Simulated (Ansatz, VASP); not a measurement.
# CsTl: VASP beside Ansatz

The input INCAR:

```
SYSTEM = CsTl
ALGO = Fast
EDIFF = 1E-6
ENCUT = 520
GGA = PE
ISIF = 2
ISMEAR = 0
LASPH = .TRUE.
LCHARG = .FALSE.
LREAL = .FALSE.
LWAVE = .FALSE.
NBANDS = 18
NELM = 100
PREC = Accurate
SIGMA = 0.1
```

Contents of KPOINTS:

```
k-points
0
G
  12 12 12
  0 0 0
```

The input POSCAR:

```
CsTl
1.0
    4.7097740041      0.0000000000      0.0000000000
    0.0000000000      4.7097740041      0.0000000000
    0.0000000000      0.0000000000      4.7097740041
Cs Tl
1 1
Direct
    0.5000000000      0.5000000000      0.5000000000
    0.0000000000      0.0000000000      0.0000000000
```

Input for Ansatz:

```yaml
crystal:
  lattice:
    - [4.7097740041, 0.0, 0.0]
    - [0.0, 4.7097740041, 0.0]
    - [0.0, 0.0, 4.7097740041]
  atoms:
    - { symbol: Cs, position: [0.5, 0.5, 0.5] }
    - { symbol: Tl, position: [0.0, 0.0, 0.0] }
basis:
  ecutwfc: 420
kpoints:
  mp_grid: { grid: [12, 12, 12] }
hamiltonian:
  xc: pbe
scf:
  occupations: { method: gaussian, width: 0.1 }
output:
  forces: true
  stress: true
  eigenvalues: true
```

Alike in both runs: task single point; functional PBE; k mesh 12 × 12 × 12; occupations gaussian, width 0.1 eV; no spin polarisation.

|  | VASP | Ansatz |
| --- | --- | --- |
| version | VASP 6.6.1 | Ansatz 0.2.0 |
| potentials or method | VASP PAW PBE potentials, release 64 (Cs_sv, Tl_d), cutoff 520 eV | scalar-relativistic, plane waves, PAW |
| valence electrons in the cell | 22 | 22 |

```csv
,VASP,Ansatz,Ansatz less VASP
gap on the k mesh at the Fermi level (eV),none,none,-
pressure (GPa),-0.2,-0.2,+0.01
```

A gap of «none» marks a metal or a gap that the smearing closes.

Spin-orbit coupling is off throughout.
